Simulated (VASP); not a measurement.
# TaO (P6/mmm) in VASP: a series of runs, part 2 of 2

VASP 6.6.1. The steps go on from the part before.

### 4 Single point, PBE-based global hybrid

Input file POSCAR:

```
TaO
1.0
    3.0661100000      0.0000000000      0.0000000000
   -1.5330600000      2.6553300000      0.0000000000
    0.0000000000      0.0000000000      3.8550200000
Ta O
1 1
Direct
    0.0000000000      0.0000000000      0.5000000000
    0.0000000000      0.0000000000      0.0000000000
```

Input file INCAR.step1:

```
PREC     = Accurate       # precision mode
ENCUT    = 520            # plane-wave cutoff, eV
EDIFF    = 1E-5           # SCF threshold, eV
ISMEAR   = -1             # smearing method
SIGMA    = 0.05           # smearing width, eV
LREAL    = False          # projectors in reciprocal space
LASPH    = True           # aspherical terms in the spheres
NELM     = 60             # most SCF steps
ALGO     = Normal         # electronic algorithm
ISIF     = 2              # what is computed and relaxed
LWAVE    = True           # write WAVECAR
NBANDS   = 16             # bands
GGA      = PE             # functional
```

Input file INCAR.step2:

```
PREC     = Accurate       # precision mode
ENCUT    = 520            # plane-wave cutoff, eV
EDIFF    = 1E-6           # SCF threshold, eV
ISMEAR   = -1             # smearing method
SIGMA    = 0.05           # smearing width, eV
LREAL    = False          # projectors in reciprocal space
LASPH    = True           # aspherical terms in the spheres
NELM     = 60             # most SCF steps
ALGO     = Normal         # electronic algorithm
ISIF     = 2              # what is computed and relaxed
LWAVE    = False          # write WAVECAR
LCHARG   = True           # write CHGCAR
GGA      = PE             # functional
LHFCALC  = True           # exact exchange
AEXX     = 0.25           # exact-exchange fraction
PRECFOCK = Normal       
LELF     = True           # ELF
LVHAR    = True         
NBANDS   = 16             # bands
ISTART   = 1
```

Input file KPOINTS:

```
Automatic mesh
0
Gamma
  6 6 4
```

Potentials or basis: VASP PAW PBE potentials, release 64 (Ta_pv, O).

Launch:

```bash
$ cat potpaw_PBE.64/Ta_pv/POTCAR potpaw_PBE.64/O/POTCAR > POTCAR
$ cp INCAR.step1 INCAR
$ mpirun -np 1 vasp_std > vasp.out
$ cp INCAR.step2 INCAR
$ mpirun -np 1 vasp_std > vasp.out
```

OUTCAR:

```text
PREC = Accurate
   ENCUT = 520
   EDIFF = 1E-6
   ISMEAR = -1
   LREAL = False
   LASPH = True
   NELM = 60
   ISIF = 2
   GGA = PE
   LHFCALC = True
   AEXX = 0.25
   PRECFOCK = Normal
   ISTART = 1

 ion  position               nearest neighbor table
   1  0.000  0.000  0.500-   2 1.93   2 1.93
   2  0.000  0.000  0.000-   1 1.93   1 1.93

  LATTYP: Found a hexagonal cell.
 ALAT       =     3.0661100000
 C/A-ratio  =     1.2572999664

  Lattice vectors:

 A1 = (   3.0661100000,   0.0000000000,   0.0000000000)
 A2 = (  -1.5330600000,   2.6553300000,   0.0000000000)
 A3 = (   0.0000000000,   0.0000000000,   3.8550200000)

Analysis of symmetry for initial positions (statically):
=====================================================================
 Subroutine PRICEL returns:
 Original cell was already a primitive cell.

 Routine SETGRP: Setting up the symmetry group for a
 hexagonal supercell.

 Subroutine GETGRP returns: Found 24 space group operations
 (whereof 24 operations were pure point group operations)
 out of a pool of 24 trial point group operations.

The static configuration has the point symmetry D_6h.

Analysis of symmetry for dynamics (positions and initial velocities):
=====================================================================
 Subroutine PRICEL returns:
 Original cell was already a primitive cell.

 Routine SETGRP: Setting up the symmetry group for a
 hexagonal supercell.

 Subroutine GETGRP returns: Found 24 space group operations
 (whereof 24 operations were pure point group operations)
 out of a pool of 24 trial point group operations.

The dynamic configuration has the point symmetry D_6h.

 Subroutine INISYM returns: Found 24 space group operations
 (whereof 24 operations are pure point group operations),
 and found     1 'primitive' translations

----------------------------------------------------------------------------------------

                                     Primitive cell

  volume of cell :      31.3858

  direct lattice vectors                    reciprocal lattice vectors
     3.066110000  0.000000000  0.000000000     0.326146159  0.188301127  0.000000000
    -1.533060000  2.655330000  0.000000000     0.000000000  0.376601025  0.000000000
     0.000000000  0.000000000  3.855020000     0.000000000  0.000000000  0.259402026

  length of vectors
     3.066110000  3.066113235  3.855020000     0.376601423  0.376601025  0.259402026

  position of ions in fractional coordinates (direct lattice)
     0.000000000  0.000000000  0.500000000
     0.000000000  0.000000000  0.000000000

  ion indices of the primitive-cell ions
   primitive index   ion index
                 1           1
                 2           2

----------------------------------------------------------------------------------------

 KPOINTS: Automatic mesh

Automatic generation of k-mesh.
 Grid dimensions read from file:
 generate k-points for:    6    6    4

 Generating k-lattice:

  Cartesian coordinates                     Fractional coordinates (reciprocal lattice)
     0.054357693  0.031383521  0.000000000     0.166666667 -0.000000000  0.000000000
     0.000000000  0.062766838  0.000000000     0.000000000  0.166666667  0.000000000
     0.000000000  0.000000000  0.064850507     0.000000000  0.000000000  0.250000000

  Length of vectors
     0.062766904  0.062766838  0.064850507

  Shift w.r.t. Gamma in fractional coordinates (k-lattice)
     0.000000000  0.000000000  0.000000000

 Subroutine IBZKPT returns following result:
 ===========================================

 Found     21 irreducible k-points:

 Following reciprocal coordinates:
            Coordinates               Weight
  0.000000  0.000000  0.000000      1.000000
  0.166667  0.000000  0.000000      6.000000
  0.333333 -0.000000  0.000000      6.000000
  0.500000  0.000000  0.000000      3.000000
  0.166667  0.166667  0.000000      6.000000
  0.333333  0.166667  0.000000     12.000000
[... 13 lines left out ...]
  0.333333  0.166667  0.500000     12.000000
  0.333333  0.333333  0.500000      2.000000
   k-points           NKPTS =     21   k-points in BZ     NKDIM =    144   number of bands    NBANDS=     16
   number of dos      NEDOS =    301   number of ions     NIONS =      2
   total plane-waves  NPLWV =  17280
   dimension x,y,z NGX =    24 NGY =   24 NGZ =   30
   dimension x,y,z NGXF=    48 NGYF=   48 NGZF=   60
   ions per type =               1   1
   NGX,Y,Z   is equivalent  to a cutoff of  13.01, 13.01, 12.94 a.u.
   NGXF,Y,Z  is equivalent  to a cutoff of  26.03, 26.03, 25.87 a.u.
 SYSTEM =  unknown system
   PREC   = accura    normal or accurate (medium, high low for compatibility)
   ISTART =      1    job   : 0-new  1-cont  2-samecut
   ICHARG =      0    charge: 1-file 2-atom 10-const
   ISPIN  =      1    spin polarized calculation?
   LNONCOLLINEAR =      F non collinear calculations
   LSORBIT =      F    spin-orbit coupling
   LASPH  =      T    aspherical Exc in radial PAW
   ENCUT  =  520.0 eV  38.22 Ry    6.18 a.u.   5.70  5.70  7.17*2*pi/ulx,y,z
   NELM   =     60;   NELMIN=  2; NELMDL=  0     # of ELM steps
   EDIFF  = 0.1E-05   stopping-criterion for ELM
   LREAL  =      F    real-space projection
   EDIFFG = 0.1E-04   stopping-criterion for IOM
   NSW    =      0    number of steps for IOM
   IBRION =     -1    ionic relax: 0-MD 1-quasi-New 2-CG
   NFREE  =      0    steps in history (QN), initial steepest desc. (CG)
   ISIF   =      2    stress and relaxation
   ISYM   =      3    0-nonsym 1-usesym 2-fastsym
   POTIM  = 0.5000    time-step for ionic-motion
   TEBEG  =    0.0;   TEEND  =   0.0 temperature during run
   PSTRESS=    0.0 pullay stress
   NELECT =      17.0000    total number of electrons
   NUPDOWN=      -1.0000    fix difference up-down
   EMIN   =  10.00;   EMAX   =-10.00  energy-range for DOS
   EFERMI =   0.00;   METHOD = LEGACY
   ISMEAR =    -1;   SIGMA  =   0.05  broadening in eV -4-tet -1-fermi 0-gaus
   EFERMI_NEDOS =   21; number of points for ismear=-14 and -15
   IALGO  =     38    algorithm
   IMIX   =      1    mixing-type and parameters
     AMIX     =   0.40;   BMIX     =  1.00
     AMIX_MAG =   1.60;   BMIX_MAG =  1.00
  volume/ion in A,a.u.               =      15.69       105.90
  Fermi-wavevector in a.u.,A,eV,Ry     =   1.334484  2.521810 24.229918  1.780849
  Thomas-Fermi vector in A             =   2.463262
   LORBIT       =      0    0 simple, 1 ext, 2 COOP (PROOUT), +10 PAW based schemes
   GGA     = PE    functional components
   LHFCALC =     T    Hartree Fock is set to
   PRECFOCK=normal    Normal, Fast or Accurate (Low or Medium for compatibility)
   ENCUT4O =  -1.0   cutoff for four orbital integrals eV
   NKREDX  =     1    reduce k-point grid by
   NKREDY  =     1    reduce k-point grid by
   NKREDZ  =     1    reduce k-point grid by
   AEXX    =    0.2500 exact exchange contribution
   HFSCREEN=    0.0000 screening length (either q_TF or 0.3 A-1)
   HFSCREENC=   0.0000 screening length for correlation (either q_TF or 0.3 A-1)
   ENCUTFOCK=  -1.0 apply spherical cutoff to Coloumb kernel
   IVDW    =     0    specifies the selected vdW correction
   LEPSILON=     F    determine dielectric tensor
   LRPA    =     F    only Hartree local field effects (RPA)
 non-spin polarized calculation
  energy-cutoff  :      520.00
  volume of cell :       31.39
 maximum number of plane-waves:       856
 NGX is ok and might be reduce to    24
  NGX = 18; NGY = 18; NGZ = 24

 number of electron      17.0000008 magnetization

 Free energy of the ion-electron system (eV)
  ---------------------------------------------------
  ext. energy  EPLUGINS =         0.00000000
  ---------------------------------------------------
  free energy    TOTEN  =       -24.76627348 eV

  energy without entropy =      -24.76335484  energy(sigma->0) =      -24.76481416

 E-fermi :   3.9436     XC(G=0):  -8.6824

 val. band max:        3.4081031055   @ k =   0.3333   0.1667   0.0000
 cond. band min:       4.0772381116   @ k =   0.3333  -0.0000   0.2500
 fundamental gap:      0.6691350060
 Fermi energy:         3.9436204485

 k-point     1 :       0.0000    0.0000    0.0000
  band No.  band energies     occupation
      1     -34.4393      2.00000
      2     -33.7303      2.00000
      3     -33.7303      2.00000
      4     -18.8290      2.00000
      5      -2.9881      2.00000
      6      -1.4058      2.00000
[... 376 lines left out ...]
      3     -34.1981      2.00000
      4     -16.5975      2.00000
      5      -5.4811      2.00000
      6      -3.2862      2.00000
[... 8 lines left out ...]
     15      17.4130      0.00000
     16      17.4131      0.00000

------------------------ aborting loop because EDIFF is reached ----------------------------------------

  FORCE on cell =-STRESS in cart. coord.  units (eV):
  Direction    XX          YY          ZZ          XY          YZ          ZX
  --------------------------------------------------------------------------------------
  -------------------------------------------------------------------------------------
  Total       -1.0004840     -1.0004846     -2.0317318      0.0000019      0.0000000      0.0000000
  in kB      -51.0725858    -51.0726185   -103.7156037      0.0000962      0.0000000      0.0000000
  external PRESSURE =     -68.6202693 kB  Pullay stress =       0.0000000 kB

 VOLUME and BASIS-vectors are now :
 -----------------------------------------------------------------------------
  energy-cutoff  :      520.00
  volume of cell :       31.39
      direct lattice vectors                 reciprocal lattice vectors
     3.066110000  0.000000000  0.000000000     0.326146159  0.188301127  0.000000000
    -1.533060000  2.655330000  0.000000000     0.000000000  0.376601025  0.000000000
     0.000000000  0.000000000  3.855020000     0.000000000  0.000000000  0.259402026

 POSITION                                       TOTAL-FORCE (eV/Angst)
 -----------------------------------------------------------------------------------
      0.00000      0.00000      1.92751         0.000000      0.000000      0.000000
      0.00000      0.00000      0.00000        -0.000000      0.000000      0.000000
 -----------------------------------------------------------------------------------
    total drift:                                0.000000     -0.000000     -0.000000

  FREE ENERGIE OF THE ION-ELECTRON SYSTEM (eV)
  ---------------------------------------------------
  free  energy   TOTEN  =       -24.7662734839 eV

  energy  without entropy=      -24.7633548372  energy(sigma->0) =      -24.76481416
```

Wall time 29 min (1 thread of Intel Xeon Platinum 8259CL at 2.50GHz (Skylake/Cascade Lake), shared host); peak memory 0.17 GiB.

What came out:

```
Free energy : -24.7663 eV
Pressure    : -6.9 GPa
```

Stress tensor (GPa, compression positive):
```
 -5.11   0.00   0.00
  0.00  -5.11   0.00
  0.00   0.00 -10.37
```

Levels at points of the mesh, in eV from the Fermi level:
```csv
k point,band 5,band 6,band 7,band 8,band 9,band 10,band 11,band 12,band 13,band 14
"(0.00, 0.00, 0.00)",-6.93,-5.35,-3.92,-3.92,0.58,0.58,3.88,3.88,7.56,8.72
"(0.50, 0.00, 0.00)",-6.65,-4.89,-4.46,-4.41,-1.01,3.01,4.09,5.66,6.86,10.78
"(0.00, 0.00, 0.50)",-9.96,-6.57,-5.07,-5.07,0.69,0.69,4.55,6.53,6.53,13.92
"(0.50, 0.00, 0.50)",-9.48,-8.12,-5.66,-4.23,2.79,4.14,5.70,5.99,8.43,9.07
```

Caveat: the k points lie up to 0.41 Å⁻¹ apart; the PAW data sets were made with another functional, which shifts forces and pressure a little; spin-orbit coupling is left out, which moves the levels of the heavy elements; an odd number of electrons without spin polarisation forces a metal; a magnetic or distorted state may lie lower.

### 5 Single point, PBE-based global hybrid

POSCAR is that of step 4.

Input file INCAR.step1:

```
SYSTEM = TaO
ALGO = Normal
EDIFF = 1E-5
ENCUT = 520
GGA = PE
ISIF = 2
ISMEAR = -1
LASPH = .TRUE.
LREAL = .FALSE.
LWAVE = .TRUE.
NBANDS = 16
NELM = 80
PREC = Accurate
SIGMA = 0.05
```

Input file INCAR.step2:

```
SYSTEM = TaO
AEXX = 0.35
ALGO = Normal
EDIFF = 1E-7
ENCUT = 520
GGA = PE
ISIF = 2
ISMEAR = -1
ISTART = 1
LASPH = .TRUE.
LCHARG = .TRUE.
LELF = .TRUE.
LHFCALC = .TRUE.
LREAL = .FALSE.
LVHAR = .TRUE.
LWAVE = .FALSE.
NBANDS = 16
NELM = 80
PREC = Accurate
PRECFOCK = Normal
SIGMA = 0.05
```

Input file KPOINTS:

```
k-points
0
G
  6 6 4
  0 0 0
```

Launch:

```bash
$ cat potpaw_PBE.64/Ta_pv/POTCAR potpaw_PBE.64/O/POTCAR > POTCAR
$ cp INCAR.step1 INCAR
$ mpirun -np 1 vasp_std > vasp.out
$ cp INCAR.step2 INCAR
$ mpirun -np 1 vasp_std > vasp.out
```

It took 32 min on 1 thread of Intel Xeon Platinum 8259CL at 2.50GHz (Skylake/Cascade Lake), shared host; peak memory 0.16 GiB.

It converged, with:

- Free energy: -26.8992 eV
- Pressure: -9.1 GPa

Stress tensor (GPa, compression positive):
```
 -6.27   0.00   0.00
  0.00  -6.27   0.00
  0.00   0.00 -14.86
```

Levels at points of the mesh, in eV from the Fermi level:
| k point | band 6 | band 7 | band 8 | band 9 | band 10 | band 11 | band 12 | band 13 |
| --- | --- | --- | --- | --- | --- | --- | --- | --- |
| (0.00, 0.00, 0.00) | -6.07 | -4.52 | -4.52 | 0.64 | 0.64 | 4.24 | 4.24 | 7.95 |
| (0.50, 0.00, 0.00) | -5.59 | -5.03 | -4.99 | -1.10 | 3.35 | 4.27 | 5.97 | 7.20 |
| (0.00, 0.00, 0.50) | -7.16 | -5.70 | -5.70 | 0.75 | 0.75 | 4.80 | 6.99 | 6.99 |
| (0.50, 0.00, 0.50) | -8.84 | -6.32 | -4.75 | 2.90 | 4.52 | 6.00 | 6.44 | 8.80 |

Caveat: the k points lie up to 0.41 Å⁻¹ apart; the PAW data sets were made with another functional, which shifts forces and pressure a little; spin-orbit coupling is left out, which moves the levels of the heavy elements; an odd number of electrons without spin polarisation forces a metal; a magnetic or distorted state may lie lower.

### 6 The runs side by side

| level | cell | k mesh | cutoff (eV) | grid for exact exchange (PRECFOCK) | share of exact exchange | gap on the mesh (eV) | pressure (GPa) |
| --- | --- | --- | --- | --- | --- | --- | --- |
| PBE-based global hybrid | a = 3.066, b = 3.066, c = 3.855 Å, angles 90.0, 90.0, 120.0°, 2 atoms | 6 × 6 × 4 | 520 | Normal | 0.1 | none | -3.4 |
| PBE | a = 3.004, b = 3.004, c = 3.776 Å, angles 90.0, 90.0, 120.0°, 2 atoms | 10 × 10 × 7 | 600 | - | - | none | 13.7 |
| PBE-based global hybrid | a = 3.066, b = 3.066, c = 3.855 Å, angles 90.0, 90.0, 120.0°, 2 atoms | 6 × 6 × 4 | 520 | Normal | 0.25 | none | -6.9 |
| PBE-based global hybrid | a = 3.066, b = 3.066, c = 3.855 Å, angles 90.0, 90.0, 120.0°, 2 atoms | 6 × 6 × 4 | 520 | Normal | 0.35 | none | -9.1 |

Alike in all rows: task single point; potentials or basis VASP PAW PBE potentials, release 64 (Ta_pv, O); no spin polarisation; smearing fermi-dirac 0.05 eV.

Caveats: some runs use coarse meshes; spin-orbit coupling is left out, which moves the levels of the heavy elements; an odd number of electrons without spin polarisation forces a metal; a magnetic or distorted state may lie lower; the PAW data sets were made with another functional, which shifts forces and pressure a little (some runs).

Absolute energies hang on the potentials; compare differences alone.
